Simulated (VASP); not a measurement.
A run of VASP 6.6.1 is set up as follows.

Contents of INCAR:

```
  PREC = Accurate
  ENCUT = 520
  EDIFF = 1E-6
  ISMEAR = -1
  SIGMA = 0.08
  LREAL = F
  LASPH = T
  NELM = 100
  ALGO = Normal
  ISIF = 2
  LWAVE = F
  LCHARG = T
  GGA = PE
  LELF = T
  LVHAR = T
  NBANDS = 12
```

Contents of KPOINTS:

```
regular mesh
0
Gamma
  14 14 14
```

Contents of POSCAR:

```
Cd
1.0
    0.0000000000      1.6981725382      1.6981725382
    1.6981725382      0.0000000000      1.6981725382
    1.6981725382      1.6981725382      0.0000000000
Cd
1
Direct
    0.0000000000      0.0000000000      0.0000000000
```

Potentials or basis: VASP PAW PBE potentials, release 64 (Cd).

Launch:

```bash
$ cat potpaw_PBE.64/Cd/POTCAR > POTCAR
$ mpirun -np 1 vasp_std > vasp.out
```

Q: Estimate the pressure.

A: 402.3 GPa.

Q: What does it give for the band gap on the k mesh?

A: Zero (band 6 reaches 14.93 eV, above the bottom of band 7 at 14.14 eV).
